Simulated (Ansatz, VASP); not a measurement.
## Rh in VASP and in Ansatz

The input POSCAR:

```
Rh
1.0
    2.6815395994      0.0000000000      0.0000000000
   -1.3407697997      2.3222833220      0.0000000000
    0.0000000000      0.0000000000      4.3483186624
Rh
2
Direct
    0.6666666667      0.3333333333      0.7500000000
    0.3333333333      0.6666666667      0.2500000000
```

File INCAR.step1:

```
SYSTEM = Rh
  PREC = Accurate
  ENCUT = 520
  ISMEAR = -1
  SIGMA = 0.2
  LREAL = .FALSE.
  LASPH = .TRUE.
  NELM = 60
  NBANDS = 22
  GGA = PE
  ALGO = Normal
  EDIFF = 1E-4
  LWAVE = .TRUE.
  LCHARG = .FALSE.
```

File INCAR.step2:

```
SYSTEM = Rh
  PREC = Accurate
  ENCUT = 520
  EDIFF = 1E-6
  ISMEAR = -1
  SIGMA = 0.2
  LREAL = .FALSE.
  LASPH = .TRUE.
  NELM = 60
  ALGO = Normal
  ISIF = 2
  LWAVE = .FALSE.
  LCHARG = .FALSE.
  METAGGA = R2SCAN
  LMIXTAU = .TRUE.
  NBANDS = 22
  ISTART = 1
```

Contents of KPOINTS:

```
Automatic mesh
0
G
  10 10 5
  0 0 0
```

Input for Ansatz:

```yaml
crystal:
  lattice:
    - [2.6815395994351396, 0.0, 0.0]
    - [-1.3407697997175698, 2.3222833219664913, 0.0]
    - [0.0, 0.0, 4.3483186624224714]
  atoms:
    - { symbol: Rh, position: [0.6666666666666666, 0.3333333333333333, 0.75] }
    - { symbol: Rh, position: [0.3333333333333333, 0.6666666666666666, 0.25] }
accuracy: low
basis:
  ecutwfc: 500.0
kpoints:
  mp_grid:
    grid: [10, 10, 5]
hamiltonian:
  xc: r2scan
scf:
  convergence:
    dr2_threshold: 1.0e-07
  mixing:
    algorithm: msr1
  occupations:
    method: fermi_dirac
    width: 0.2
output:
  stress: true
```

Alike in both runs: task single point; functional r2SCAN; k mesh 10 × 10 × 5; occupations fermi-dirac, width 0.2 eV; no spin polarisation.

|  | VASP | Ansatz |
| --- | --- | --- |
| version | VASP 6.6.1 | Ansatz 0.2.0 |
| potentials or method | VASP PAW PBE potentials, release 64 (Rh_pv), cutoff 520 eV | plane waves, PAW |
| valence electrons in the cell | 30 | 34 |

```tsv
	VASP	Ansatz	Ansatz less VASP
pressure (GPa)	8.0	6.7	-1.33
traceless stress, the component that is largest in VASP (GPa)	-0.53	-0.55	-0.017
```

VASP's potentials were made for PBE, not for r2SCAN. With one functional, cell and mesh, what is left measures potentials, basis and numerics. VASP's potentials hold 30 valence electrons a cell and Ansatz's 34, so a difference there can come from the potentials and not from the codes. Ansatz's warnings: stress scf threshold loose, structure snapped to symmetry.
